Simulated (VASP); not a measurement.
A run of VASP 6.6.1 is set up as follows.

The input INCAR:

```
SYSTEM = Li2ZnO2
PREC = Accurate
ENCUT = 520
EDIFF = 1E-6
ISMEAR = 0
SIGMA = 0.1
LREAL = .FALSE.
LASPH = .TRUE.
NELM = 150
ALGO = Normal
ISIF = 2
LWAVE = .FALSE.
LCHARG = .TRUE.
ISPIN = 2
MAGMOM = 0 0 0 1 1
LORBIT = 11
GGA = PE
LELF = .TRUE.
LVHAR = .TRUE.
NBANDS = 27
```

Contents of KPOINTS:

```
regular mesh
0
G
  4 4 4
  0 0 0
```

The input POSCAR:

```
Li2ZnO2
1.0
    3.7554784100      0.0000000000      0.0000000000
    0.0000000000      3.7554784100      0.0000000000
    0.0000000000      0.0000000000      4.5780702500
Li Zn O
2 1 2
Direct
    0.5000000000      0.5000000000      0.2096606900
    0.5000000000      0.5000000000      0.7903393100
    0.0000000000      0.0000000000      0.0000000000
    0.0000000000      0.0000000000      0.5000000000
    0.5000000000      0.5000000000      0.5000000000
```

Potentials or basis: VASP PAW PBE potentials, release 64 (Li_sv, Zn, O).

Command:

```bash
$ cat potpaw_PBE.64/Li_sv/POTCAR potpaw_PBE.64/Zn/POTCAR potpaw_PBE.64/O/POTCAR > POTCAR
$ mpirun -np 1 vasp_std > vasp.out
```

Task: What does it give for the largest force?

Result: 9.314 eV/Å.

Task: Predict the net moment.

Result: 0.00 μB per cell.

Task: What does it give for the band gap on the k mesh?

Result: Zero (filled and empty bands overlap).

Forces on the atoms (eV/Å):
```
Li   0.000  0.000 -9.314
Li   0.000  0.000  9.314
Zn   0.000  0.000  0.000
O    0.000  0.000  0.000
O    0.000  0.000  0.000
```

Caveat: the k points lie up to 0.42 Å⁻¹ apart, too coarse for converged energies and pressures of a metal; atoms lie so close that the PAW spheres overlap strongly, which falsifies energies and pressures; forces of over 1 eV/Å act on the atoms, so gaps and moduli don't describe the material at rest.
